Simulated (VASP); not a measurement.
# Sn (P6/mmm) in VASP: a series of runs, part 2 of 2

VASP 6.6.1. The steps go on from the part before.

### Step 3. Single point, PBE

The input, INCAR:

```
SYSTEM = Sn
PREC = Accurate
ENCUT = 520
EDIFF = 1E-6
ISMEAR = -1
SIGMA = 0.1
LREAL = .FALSE.
LASPH = .TRUE.
NELM = 80
ALGO = Normal
ISIF = 2
LWAVE = .FALSE.
LCHARG = .FALSE.
GGA = PE
NBANDS = 28
```

The input, KPOINTS:

```
regular mesh
0
G
  7 7 10
  0 0 0
```

The input, POSCAR:

```
Sn
1.0
    5.2763207765      0.0000000000      0.0000000000
   -2.6381603882      4.5694278309      0.0000000000
    0.0000000000      0.0000000000      3.2054911333
Sn
3
Direct
    0.0000000000      0.0000000000      0.0000000000
    0.3333333333      0.6666666667      0.5000000000
    0.6666666667      0.3333333333      0.5000000000
```

Potentials or basis: VASP PAW PBE potentials, release 64 (Sn_d).

Launch:

```console
$ cat potpaw_PBE.64/Sn_d/POTCAR > POTCAR
$ mpirun -np 1 vasp_std > vasp.out
```

OUTCAR:

```text
SYSTEM = Sn
   PREC = Accurate
   ENCUT = 520
   EDIFF = 1E-6
   ISMEAR = -1
   LREAL = .FALSE.
   LASPH = .TRUE.
   NELM = 80
   ISIF = 2
   GGA = PE

 ion  position               nearest neighbor table
   1  0.000  0.000  0.000-   2 3.44   3 3.44   2 3.44   3 3.44   2 3.44   2 3.44   3 3.44   3 3.44
                             3 3.44   3 3.44   2 3.44   2 3.44
   2  0.333  0.667  0.500-   3 3.05   3 3.05   3 3.05   1 3.44   1 3.44   1 3.44   1 3.44   1 3.44
                             1 3.44
   3  0.667  0.333  0.500-   2 3.05   2 3.05   2 3.05   1 3.44   1 3.44   1 3.44   1 3.44   1 3.44
                             1 3.44

  LATTYP: Found a hexagonal cell.
 ALAT       =     5.2763207765
 C/A-ratio  =     0.6075239299

  Lattice vectors:

 A1 = (   5.2763207765,   0.0000000000,   0.0000000000)
 A2 = (  -2.6381603882,   4.5694278309,   0.0000000000)
 A3 = (   0.0000000000,   0.0000000000,   3.2054911333)

Analysis of symmetry for initial positions (statically):
=====================================================================
 Subroutine PRICEL returns:
 Original cell was already a primitive cell.

 Routine SETGRP: Setting up the symmetry group for a
 hexagonal supercell.

 Subroutine GETGRP returns: Found 24 space group operations
 (whereof 24 operations were pure point group operations)
 out of a pool of 24 trial point group operations.

The static configuration has the point symmetry D_6h.

Analysis of symmetry for dynamics (positions and initial velocities):
=====================================================================
 Subroutine PRICEL returns:
 Original cell was already a primitive cell.

 Routine SETGRP: Setting up the symmetry group for a
 hexagonal supercell.

 Subroutine GETGRP returns: Found 24 space group operations
 (whereof 24 operations were pure point group operations)
 out of a pool of 24 trial point group operations.

The dynamic configuration has the point symmetry D_6h.

 Subroutine INISYM returns: Found 24 space group operations
 (whereof 24 operations are pure point group operations),
 and found     1 'primitive' translations

----------------------------------------------------------------------------------------

                                     Primitive cell

  volume of cell :      77.2836

  direct lattice vectors                    reciprocal lattice vectors
     5.276320777  0.000000000  0.000000000     0.189526005  0.109422890  0.000000000
    -2.638160388  4.569427831  0.000000000     0.000000000  0.218845780  0.000000000
     0.000000000  0.000000000  3.205491133     0.000000000  0.000000000  0.311964675

  length of vectors
     5.276320777  5.276320776  3.205491133     0.218845780  0.218845780  0.311964675

  position of ions in fractional coordinates (direct lattice)
     0.000000000  0.000000000  0.000000000
     0.333333333  0.666666667  0.500000000
     0.666666667  0.333333333  0.500000000

  ion indices of the primitive-cell ions
   primitive index   ion index
                 1           1
                 2           2
                 3           3

----------------------------------------------------------------------------------------

 KPOINTS: regular mesh

Automatic generation of k-mesh.
 Grid dimensions read from file:
 generate k-points for:    7    7   10

 Generating k-lattice:

  Cartesian coordinates                     Fractional coordinates (reciprocal lattice)
     0.027075144  0.015631841  0.000000000     0.142857143  0.000000000  0.000000000
     0.000000000  0.031263683  0.000000000     0.000000000  0.142857143  0.000000000
     0.000000000  0.000000000  0.031196468     0.000000000  0.000000000  0.100000000

  Length of vectors
     0.031263683  0.031263683  0.031196468

  Shift w.r.t. Gamma in fractional coordinates (k-lattice)
     0.000000000  0.000000000  0.000000000

 Subroutine IBZKPT returns following result:
 ===========================================

 Found     48 irreducible k-points:

 Following reciprocal coordinates:
            Coordinates               Weight
  0.000000  0.000000  0.000000      1.000000
  0.142857  0.000000  0.000000      6.000000
  0.285714  0.000000  0.000000      6.000000
  0.428571 -0.000000  0.000000      6.000000
  0.142857  0.142857  0.000000      6.000000
  0.285714  0.142857  0.000000     12.000000
[... 16 lines left out ...]
  0.428571  0.142857  0.200000     12.000000
  0.285714  0.285714  0.200000     12.000000
 [... further k-points ...]
   k-points           NKPTS =     48   k-points in BZ     NKDIM =     48   number of bands    NBANDS=     28
   number of dos      NEDOS =    301   number of ions     NIONS =      3
   total plane-waves  NPLWV =  38400
   dimension x,y,z NGX =    40 NGY =   40 NGZ =   24
   dimension x,y,z NGXF=    80 NGYF=   80 NGZF=   48
   ions per type =               3
   NGX,Y,Z   is equivalent  to a cutoff of  12.60, 12.60, 12.45 a.u.
   NGXF,Y,Z  is equivalent  to a cutoff of  25.21, 25.21, 24.89 a.u.
 SYSTEM =  Sn
   PREC   = accura    normal or accurate (medium, high low for compatibility)
   ISTART =      0    job   : 0-new  1-cont  2-samecut
   ICHARG =      2    charge: 1-file 2-atom 10-const
   ISPIN  =      1    spin polarized calculation?
   LNONCOLLINEAR =      F non collinear calculations
   LSORBIT =      F    spin-orbit coupling
   LASPH  =      T    aspherical Exc in radial PAW
   ENCUT  =  520.0 eV  38.22 Ry    6.18 a.u.   9.81  9.81  5.96*2*pi/ulx,y,z
   NELM   =     80;   NELMIN=  2; NELMDL= -5     # of ELM steps
   EDIFF  = 0.1E-05   stopping-criterion for ELM
   LREAL  =      F    real-space projection
   EDIFFG = 0.1E-04   stopping-criterion for IOM
   NSW    =      0    number of steps for IOM
   IBRION =     -1    ionic relax: 0-MD 1-quasi-New 2-CG
   NFREE  =      0    steps in history (QN), initial steepest desc. (CG)
   ISIF   =      2    stress and relaxation
   ISYM   =      2    0-nonsym 1-usesym 2-fastsym
   POTIM  = 0.5000    time-step for ionic-motion
   TEBEG  =    0.0;   TEEND  =   0.0 temperature during run
   PSTRESS=    0.0 pullay stress
   NELECT =      42.0000    total number of electrons
   NUPDOWN=      -1.0000    fix difference up-down
   EMIN   =  10.00;   EMAX   =-10.00  energy-range for DOS
   EFERMI =   0.00;   METHOD = LEGACY
   ISMEAR =    -1;   SIGMA  =   0.10  broadening in eV -4-tet -1-fermi 0-gaus
   EFERMI_NEDOS =   21; number of points for ismear=-14 and -15
   IALGO  =     38    algorithm
   IMIX   =      4    mixing-type and parameters
     AMIX     =   0.40;   BMIX     =  1.00
     AMIX_MAG =   1.60;   BMIX_MAG =  1.00
  volume/ion in A,a.u.               =      25.76       173.85
  Fermi-wavevector in a.u.,A,eV,Ry     =   1.335966  2.524610 24.283747  1.784805
  Thomas-Fermi vector in A             =   2.464629
   LORBIT       =      0    0 simple, 1 ext, 2 COOP (PROOUT), +10 PAW based schemes
   GGA     = PE    functional components
   LHFCALC =     F    Hartree Fock is set to
   AEXX    =    0.0000 exact exchange contribution
   IVDW    =     0    specifies the selected vdW correction
   LEPSILON=     F    determine dielectric tensor
   LRPA    =     F    only Hartree local field effects (RPA)
 non-spin polarized calculation
  energy-cutoff  :      520.00
  volume of cell :       77.28
 maximum number of plane-waves:      2111
 NGX is ok and might be reduce to    40
   NGX = 19   NGY = 19   NGZ = 11

 number of electron      42.0000014 magnetization

 Free energy of the ion-electron system (eV)
  ---------------------------------------------------
  ext. energy  EPLUGINS =         0.00000000
  ---------------------------------------------------
  free energy    TOTEN  =       -11.25404204 eV

  energy without entropy =      -11.20244774  energy(sigma->0) =      -11.22824489

 E-fermi :   8.8458     XC(G=0): -10.6128

 val. band max:        8.8383254061   @ k =   0.2857   0.1429   0.3000
 cond. band min:       8.8492369257   @ k =   0.2857   0.0000   0.2000
 fundamental gap:      0.0109115195
 Fermi energy:         8.8458223654

 k-point     1 :       0.0000    0.0000    0.0000
  band No.  band energies     occupation
      1     -12.9679      2.00000
      2     -12.8723      2.00000
      3     -12.8723      2.00000
      4     -12.8677      2.00000
      5     -12.8124      2.00000
      6     -12.8124      2.00000
[... 20 lines left out ...]
     27      17.3272      0.00000
[... 691 lines left out ...]
      6     -12.8343      2.00000
[... 20 lines left out ...]
     27      14.7617      0.00000
     28      17.4231      0.00000

 [... further k-points ...]

------------------------ aborting loop because EDIFF is reached ----------------------------------------

  FORCE on cell =-STRESS in cart. coord.  units (eV):
  Direction    XX          YY          ZZ          XY          YZ          ZX
  --------------------------------------------------------------------------------------
  -------------------------------------------------------------------------------------
  Total        2.1112479      2.1112479      2.1322843      0.0000000      0.0000000     -0.0000000
  in kB       43.7685565     43.7685565     44.2046636      0.0000000      0.0000000     -0.0000000
  external PRESSURE =      43.9139255 kB  Pullay stress =       0.0000000 kB

 VOLUME and BASIS-vectors are now :
 -----------------------------------------------------------------------------
  energy-cutoff  :      520.00
  volume of cell :       77.28
      direct lattice vectors                 reciprocal lattice vectors
     5.276320777  0.000000000  0.000000000     0.189526005  0.109422890  0.000000000
    -2.638160388  4.569427831  0.000000000     0.000000000  0.218845780  0.000000000
     0.000000000  0.000000000  3.205491133     0.000000000  0.000000000  0.311964675

 POSITION                                       TOTAL-FORCE (eV/Angst)
 -----------------------------------------------------------------------------------
      0.00000      0.00000      0.00000         0.000000      0.000000      0.000000
     -0.00000      3.04629      1.60275        -0.000000      0.000000      0.000000
      2.63816      1.52314      1.60275         0.000000      0.000000      0.000000
 -----------------------------------------------------------------------------------
    total drift:                               -0.000000      0.000000      0.000000

  FREE ENERGIE OF THE ION-ELECTRON SYSTEM (eV)
  ---------------------------------------------------
  free  energy   TOTEN  =       -11.2540420449 eV

  energy  without entropy=      -11.2024477371  energy(sigma->0) =      -11.22824489
```

OSZICAR:

```text
N       E                     dE             d eps       ncg     rms          rms(c)
DAV:   1     0.379534643856E+03    0.37953E+03   -0.21428E+04  2692   0.241E+03
DAV:   2     0.346000317577E+02   -0.34493E+03   -0.33930E+03  2688   0.534E+02
DAV:   3    -0.946211294067E+01   -0.44062E+02   -0.43369E+02  3028   0.173E+02
DAV:   4    -0.112461662896E+02   -0.17841E+01   -0.17788E+01  3056   0.378E+01
DAV:   5    -0.113103702494E+02   -0.64204E-01   -0.64199E-01  3680   0.688E+00    0.270E+00
DAV:   6    -0.112669450700E+02    0.43425E-01   -0.64583E-02  3576   0.573E+00    0.147E+00
DAV:   7    -0.112545633547E+02    0.12382E-01   -0.64469E-02  3264   0.329E+00    0.227E-01
DAV:   8    -0.112540062803E+02    0.55707E-03   -0.76049E-03  2976   0.147E+00    0.990E-02
DAV:   9    -0.112540345020E+02   -0.28222E-04   -0.93383E-04  3424   0.431E-01    0.198E-02
DAV:  10    -0.112540428067E+02   -0.83047E-05   -0.83363E-05  3608   0.814E-02    0.106E-02
DAV:  11    -0.112540420449E+02    0.76181E-06   -0.58853E-06  3032   0.284E-02
   1 F= -.11254042E+02 E0= -.11228245E+02  d E =-.515943E-01
```

It took 76 s on 1 thread of Intel Xeon 8259CL, shared host; peak memory 0.23 GiB.

What came out:

| Quantity | Value |
| --- | --- |
| Free energy | -11.2540 eV |
| Pressure | 4.4 GPa |
| Band gap on the k mesh | zero (bands 21 and 22 overlap by 4.67 eV) |

Caveat: the cell stands under pressure; spin-orbit coupling is left out, which moves the levels of the heavy elements.
